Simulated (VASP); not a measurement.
Input of a VASP 6.6.1 run:

INCAR

```
PREC     = Accurate       # precision mode
ENCUT    = 520            # plane-wave cutoff, eV
EDIFF    = 1E-6           # SCF threshold, eV
ISMEAR   = -1             # smearing method
SIGMA    = 0.05           # smearing width, eV
LREAL    = False          # projectors in reciprocal space
LASPH    = True           # aspherical terms in the spheres
NELM     = 60             # most SCF steps
ALGO     = Normal         # electronic algorithm
ISIF     = 2              # what is computed and relaxed
LWAVE    = False          # write WAVECAR
LCHARG   = False          # write CHGCAR
GGA      = PS             # functional
NBANDS   = 11             # bands
```

File KPOINTS:

```
regular mesh
0
Gamma
  9 9 9
```

The input POSCAR:

```
NaH
1.0
    0.0000000000      2.4070229845      2.4070229845
    2.4070229845      0.0000000000      2.4070229845
    2.4070229845      2.4070229845      0.0000000000
Na H
1 1
Direct
    0.0000000000      0.0000000000      0.0000000000
    0.5000000000      0.5000000000      0.5000000000
```

Potentials or basis: VASP PAW PBE potentials, release 64 (Na_pv, H).

Launch:

```bash
$ cat potpaw_PBE.64/Na_pv/POTCAR potpaw_PBE.64/H/POTCAR > POTCAR
$ mpirun -np 1 vasp_std > vasp.out
```

Problem. Estimate the pressure.

Solution. -0.3 GPa.

Problem. What does it give for the band gap on the k mesh?

Solution. 3.89 eV, indirect (least direct gap 4.63 eV).

Caveat: the PAW data sets were made with another functional, which shifts forces and pressure a little. A k mesh can miss the band edges.
